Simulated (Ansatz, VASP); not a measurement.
TaC: VASP beside Ansatz

Contents of INCAR:

```
SYSTEM = TaC
PREC = Accurate ; ENCUT = 520
EDIFF = 1E-6 ; ISMEAR = 0
SIGMA = 0.1 ; LREAL = Auto
LASPH = .True. ; NELM = 60
ALGO = Normal ; ISIF = 2
LWAVE = .False. ; LCHARG = .False.
GGA = PE ; NBANDS = 74
```

KPOINTS

```
Automatic mesh
0
Gamma
  1 1 1
  0 0 0
```

The input POSCAR:

```
TaC
1.0
    0.0000000000      4.4754013011     -4.4754013011
    4.4754013011      4.4754013011      0.0000000000
    4.4754013011      0.0000000000     -4.4754013011
Ta C
8 8
Direct
    0.5000000000      0.5000000000      0.0000000000
    0.5000000000      0.0000000000      0.0000000000
    1.0000000000      0.5000000000      0.0000000000
    1.0000000000      0.0000000000      0.0000000000
    0.5000000000      0.5000000000      0.5000000000
    0.5000000000      0.0000000000      0.5000000000
    1.0000000000      0.5000000000      0.5000000000
    1.0000000000      0.0000000000      0.5000000000
    0.2500000000      0.7500000000      0.2500000000
    0.2500000000      0.2500000000      0.2500000000
    0.7500000000      0.7500000000      0.2500000000
    0.7500000000      0.2500000000      0.2500000000
    0.2500000000      0.7500000000      0.7500000000
    0.2500000000      0.2500000000      0.7500000000
    0.7500000000      0.7500000000      0.7500000000
    0.7500000000      0.2500000000      0.7500000000
```

Input for Ansatz:

```yaml
crystal:
  lattice:
    - [0.0, 4.4754013011, -4.4754013011]
    - [4.4754013011, 4.4754013011, 0.0]
    - [4.4754013011, 0.0, -4.4754013011]
  atoms:
    - { symbol: Ta, position: [0.5, 0.5, 0.0] }
    - { symbol: Ta, position: [0.5, 0.0, 0.0] }
    - { symbol: Ta, position: [1.0, 0.5, 0.0] }
    - { symbol: Ta, position: [1.0, 0.0, 0.0] }
    - { symbol: Ta, position: [0.5, 0.5, 0.5] }
    - { symbol: Ta, position: [0.5, 0.0, 0.5] }
    - { symbol: Ta, position: [1.0, 0.5, 0.5] }
    - { symbol: Ta, position: [1.0, 0.0, 0.5] }
    - { symbol: C, position: [0.25, 0.75, 0.25] }
    - { symbol: C, position: [0.25, 0.25, 0.25] }
    - { symbol: C, position: [0.75, 0.75, 0.25] }
    - { symbol: C, position: [0.75, 0.25, 0.25] }
    - { symbol: C, position: [0.25, 0.75, 0.75] }
    - { symbol: C, position: [0.25, 0.25, 0.75] }
    - { symbol: C, position: [0.75, 0.75, 0.75] }
    - { symbol: C, position: [0.75, 0.25, 0.75] }
basis:
  ecutwfc: 420
  xc_grid: 2
kpoints:
  mp_grid: { grid: [1, 1, 1], shift: [0.0, 0.0, 0.0] }
hamiltonian:
  xc: pbe
scf:
  occupations: { method: gaussian, width: 0.1 }
output:
  forces: true
  stress: true
  eigenvalues: true
```

Alike in both runs: task single point; functional PBE; k mesh 1 × 1 × 1; occupations gaussian, width 0.1 eV; no spin polarisation.

|  | VASP | Ansatz |
| --- | --- | --- |
| version | VASP 6.6.1 | Ansatz 0.2.0 |
| potentials or method | VASP PAW PBE potentials, release 64 (Ta_pv, C), cutoff 520 eV | scalar-relativistic, plane waves, PAW |
| valence electrons in the cell | 120 | 136 |

|  | VASP | Ansatz | Ansatz less VASP |
| --- | --- | --- | --- |
| pressure (GPa) | 11.0 | 10.1 | -0.85 |

VASP's potentials hold 120 valence electrons a cell and Ansatz's 136, so a difference there can come from the potentials and not from the codes.

The k mesh is coarse, so the values compare programs but aren't converged. Spin-orbit coupling is off throughout.
